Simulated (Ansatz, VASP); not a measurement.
Two plane-wave programs on LiF

Contents of INCAR:

```
ALGO = Normal
EDIFF = 1E-6
ENCUT = 520
ISIF = 2
ISMEAR = 0
LASPH = T
LCHARG = F
LREAL = F
LWAVE = F
NBANDS = 18
NELM = 60
PREC = Accurate
SIGMA = 0.05
```

KPOINTS

```
k-points
0
Gamma
  9 9 6
```

The input POSCAR:

```
LiF
1.0
    3.0609398175      0.0229570486      0.0000000000
   -1.5105885214      2.6393731171      0.0000000000
    0.0000000000      0.0000000000      4.8073245700
Li F
2 2
Direct
    0.3333333333      0.6666666667      0.3811542600
    0.6666666667      0.3333333333      0.8811542600
    0.3333333333      0.6666666667      0.9938437400
    0.6666666667      0.3333333333      0.4938437400
```

Input for Ansatz:

```yaml
crystal:
  lattice:
    - [3.0609398175, 0.0229570486, 0.0]
    - [-1.5105885214, 2.6393731171, 0.0]
    - [0.0, 0.0, 4.80732457]
  atoms:
    - { symbol: Li, position: [0.3333333333, 0.6666666667, 0.38115426] }
    - { symbol: Li, position: [0.6666666667, 0.3333333333, 0.88115426] }
    - { symbol: F, position: [0.3333333333, 0.6666666667, 0.99384374] }
    - { symbol: F, position: [0.6666666667, 0.3333333333, 0.49384374] }
basis:
  ecutwfc: 420
kpoints:
  mp_grid: { grid: [9, 9, 6] }
hamiltonian:
  xc: lda
scf:
  occupations: { method: gaussian, width: 0.05 }
output:
  forces: true
  stress: true
  eigenvalues: true
```

Change from the starting cell: strain +0.0150 x Voigt [0, 0, 0, 0, 0, 1], atoms carried along.

Alike in both runs: task single point; functional LDA; k mesh 9 × 9 × 6; occupations gaussian, width 0.05 eV; no spin polarisation.

|  | VASP | Ansatz |
| --- | --- | --- |
| version | VASP 6.6.1 | Ansatz 0.2.0 |
| potentials or method | VASP PAW LDA potentials, release 64 (Li_sv, F), cutoff 520 eV | scalar-relativistic, plane waves, PAW |
| valence electrons in the cell | 20 | 20 |

```tsv
	VASP	Ansatz	Ansatz less VASP
gap on the k mesh at the Fermi level (eV)	7.59	7.60	+0.016
least direct gap on the mesh (eV)	7.59	7.60	+0.016
rms of the force components (eV/Å)	0.026	0.025	-0.0003
```

LDA's correlation is that of Perdew and Zunger in VASP and of Perdew and Wang (1992) in Ansatz. Atom by atom the forces differ by 0.001 eV/Å (rms over components).

Noted on VASP's run: the cutoff is short for stress, so the pressure is rough.
